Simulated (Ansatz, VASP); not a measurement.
HgTe: VASP beside Ansatz

File POSCAR:

```
HgTe
1.0
    0.0000000000      3.2145000000      3.2145000000
    3.2145000000      0.0000000000      3.2145000000
    3.2145000000      3.2145000000      0.0000000000
Hg Te
1 1
Direct
    0.0000000000      0.0000000000      0.0000000000
    0.7500000000      0.7500000000      0.7500000000
```

File INCAR.step1:

```
PREC = Accurate ; ENCUT = 520
EDIFF = 1E-5 ; ISMEAR = -1
SIGMA = 0.05 ; LREAL = False
LASPH = True ; NELM = 80
ALGO = Normal ; ISIF = 2
LWAVE = True ; LCHARG = False
NBANDS = 16 ; GGA = PE
```

Contents of INCAR.step2:

```
PREC = Accurate ; ENCUT = 520
EDIFF = 1E-7 ; ISMEAR = -1
SIGMA = 0.05 ; LREAL = False
LASPH = True ; NELM = 80
ALGO = Normal ; ISIF = 2
LWAVE = False ; LCHARG = False
GGA = PE ; LHFCALC = True
AEXX = 0.25 ; HFSCREEN = 0.3
PRECFOCK = Normal ; NBANDS = 16
ISTART = 1
```

The input KPOINTS:

```
regular mesh
0
Gamma
  4 4 4
```

Contents of input.yaml:

```yaml
crystal:
  lattice:
    - [0.0, 3.2145, 3.2145]
    - [3.2145, 0.0, 3.2145]
    - [3.2145, 3.2145, 0.0]
  atoms:
    - { symbol: Hg, position: [0.0, 0.0, 0.0] }
    - { symbol: Te, position: [0.75, 0.75, 0.75] }
hamiltonian:
  xc: { exchange: pbe, correlation: pbe, exx: { coeff: 0.25, omega: 0.3 } }
  pseudopotentials: { kind: paw }
kpoints:
  mp_grid: { grid: [4, 4, 4] }
  band_path:
    path:
      - [[0.0, 0.0, 0.0], [0.5, 0.0, 0.5], [0.5, 0.25, 0.75], [0.375, 0.375, 0.75], [0.0, 0.0, 0.0], [0.5, 0.5, 0.5], [0.625, 0.25, 0.625], [0.5, 0.25, 0.75], [0.5, 0.5, 0.5], [0.375, 0.375, 0.75]]
      - [[0.625, 0.25, 0.625], [0.5, 0.0, 0.5]]
    npoints: 4
scf:
  occupations: { method: fermi_dirac, width: 0.05 }
  n_extra_bands: 6
output:
  forces: true
  stress: true
  eigenvalues: true
  fatbands: false
```

Alike in both runs: functional PBE-based screened hybrid; k mesh 4 × 4 × 4; occupations fermi-dirac, width 0.05 eV; no spin polarisation.

|  | VASP | Ansatz |
| --- | --- | --- |
| version | VASP 6.6.1 | Ansatz 0.2.0 |
| potentials or method | VASP PAW PBE potentials, release 64 (Hg, Te) | Ansatz PAW |
| plane-wave cutoff (eV) | 520 | 420 |
| valence electrons in the cell | 18 | 36 |
| task | single point | band structure |

|  | VASP | Ansatz | Ansatz less VASP |
| --- | --- | --- | --- |
| gap on the k mesh at the Fermi level (eV) | none | none | - |
| pressure (GPa) | 3.6 | 3.6 | +0.03 |

VASP's potentials were made for PBE, not for PBE-based screened hybrid. A gap of «none» marks a metal or a gap that the smearing closes. The functional is the same, so the differences come from potentials, cutoffs and numerics. VASP's potentials hold 18 valence electrons a cell and Ansatz's 36, so a difference there can come from the potentials and not from the codes.

The k mesh is coarse, so the values compare programs but aren't converged. Neither program's run includes spin-orbit coupling.
